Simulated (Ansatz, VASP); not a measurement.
**RbBr in VASP and in Ansatz**

Contents of POSCAR:

```
RbBr
1.0
    0.0000000000      3.7688899461      3.8694968646
    3.7688899461      0.0000000000      3.8694968646
    3.7688899461      3.7688899461      0.0000000000
Rb Br
1 1
Direct
    0.0000000000      0.0000000000      0.0000000000
    0.2500000000      0.2500000000      0.2500000000
```

File INCAR.step1:

```
PREC = Accurate ; ENCUT = 520
ISMEAR = 0 ; SIGMA = 0.01
LREAL = False ; LASPH = True
NELM = 80 ; NBANDS = 15
GGA = PE ; ALGO = Normal
EDIFF = 1E-4 ; LWAVE = True
LCHARG = False
```

Contents of INCAR.step2:

```
PREC = Accurate ; ENCUT = 520
EDIFF = 1E-6 ; ISMEAR = 0
SIGMA = 0.01 ; LREAL = False
LASPH = True ; NELM = 80
ALGO = Normal ; ISIF = 2
LWAVE = False ; LCHARG = False
METAGGA = R2SCAN ; LMIXTAU = True
NBANDS = 15 ; ISTART = 1
```

Contents of KPOINTS:

```
Automatic mesh
0
Gamma
  6 6 6
```

Input for Ansatz:

```yaml
crystal:
  lattice:
    - [0.0, 3.7688899461, 3.8694968646]
    - [3.7688899461, 0.0, 3.8694968646]
    - [3.7688899461, 3.7688899461, 0.0]
  atoms:
    - { symbol: Rb, position: [0.0, 0.0, 0.0] }
    - { symbol: Br, position: [0.25, 0.25, 0.25] }
kpoints:
  mp_grid: { grid: [6, 6, 6] }
  band_path:
    path:
      - [0.0, 0.0, 0.0]
      - [-0.5, -0.5, 0.0]
      - [-0.375, -0.375, 0.25]
      - [-0.375, 0.0, 0.375]
      - [0.0, 0.0, 0.5]
      - [-0.5, -0.25, 0.25]
    npoints: 1
hamiltonian:
  xc: r2scan
scf:
  occupations: { method: fixed }
  n_extra_bands: 4
output:
  forces: true
  stress: true
  eigenvalues: true
```

Change from the starting cell: biaxial_xy strain -2.6%.

Alike in both runs: task single point; functional r2SCAN; k mesh 6 × 6 × 6; no spin polarisation.

|  | VASP | Ansatz |
| --- | --- | --- |
| version | VASP 6.6.1 | Ansatz 0.2.0 |
| potentials or method | VASP PAW PBE potentials, release 64 (Rb_sv, Br) | plane waves, PAW |
| plane-wave cutoff (eV) | 520 | 500 |
| occupations | gaussian, width 0.01 eV | fixed |
| valence electrons in the cell | 16 | 16 |

|  | VASP | Ansatz | Ansatz less VASP |
| --- | --- | --- | --- |
| gap on the k mesh at the Fermi level (eV) | 4.69 | 4.69 | 0.000 |
| pressure (GPa) | 0.5 | 0.5 | -0.01 |

VASP's potentials were made for PBE, not for r2SCAN.
